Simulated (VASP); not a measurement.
A run of VASP 6.6.1 is set up as follows.

File POSCAR:

```
BaTiO3
1.0
    3.9940950307      0.0000000000      0.0000000000
    0.0000000000      3.9940950307      0.0000000000
    0.0000000000      0.0000000000      3.9940950307
Ba Ti O
1 1 3
Direct
    0.5000000000      0.5000000000      0.5000000000
    0.0000000000      0.0000000000      0.0000000000
    0.5000000000      0.0000000000      0.0000000000
    0.0000000000      0.5000000000      0.0000000000
    0.0000000000      0.0000000000      0.5000000000
```

The input INCAR.step1:

```
SYSTEM = BaTiO3
PREC = Accurate ; ENCUT = 520
EDIFF = 1E-5 ; ISMEAR = 0
SIGMA = 0.01 ; LREAL = .False.
LASPH = .True. ; NELM = 120
ALGO = Normal ; ISIF = 2
LWAVE = .True. ; LCHARG = .False.
GGA = PE ; NBANDS = 28
GGA_COMPAT = .False.
```

Contents of INCAR.step2:

```
SYSTEM = BaTiO3
PREC = Accurate ; ENCUT = 520
EDIFF = 1E-6 ; ISMEAR = 0
SIGMA = 0.01 ; LREAL = .False.
LASPH = .True. ; NELM = 120
ALGO = Normal ; ISIF = 2
LWAVE = .False. ; LCHARG = .False.
GGA = PE ; LHFCALC = .True.
HFSCREEN = 0.2079 ; PRECFOCK = Normal
ISTART = 1 ; NBANDS = 28
GGA_COMPAT = .False.
```

Contents of KPOINTS:

```
regular mesh
0
Gamma
  4 4 4
  0 0 0
```

Potentials or basis: VASP PAW PBE potentials, release 64 (Ba_sv, Ti_sv, O).

Launch:

```console
$ cat potpaw_PBE.64/Ba_sv/POTCAR potpaw_PBE.64/Ti_sv/POTCAR potpaw_PBE.64/O/POTCAR > POTCAR
$ cp INCAR.step1 INCAR
$ mpirun -np 1 vasp_std > vasp.out
$ cp INCAR.step2 INCAR
$ mpirun -np 1 vasp_std > vasp.out
```

(1) What does it give for the band gap on the k mesh?

(2) What does it give for the pressure?

Results:

(1) 3.14 eV (least direct gap 3.26 eV).

(2) -0.6 GPa.

Caveat: the PAW data sets were made with another functional, which shifts forces and pressure a little; spin-orbit coupling is left out, which moves the levels of the heavy elements.
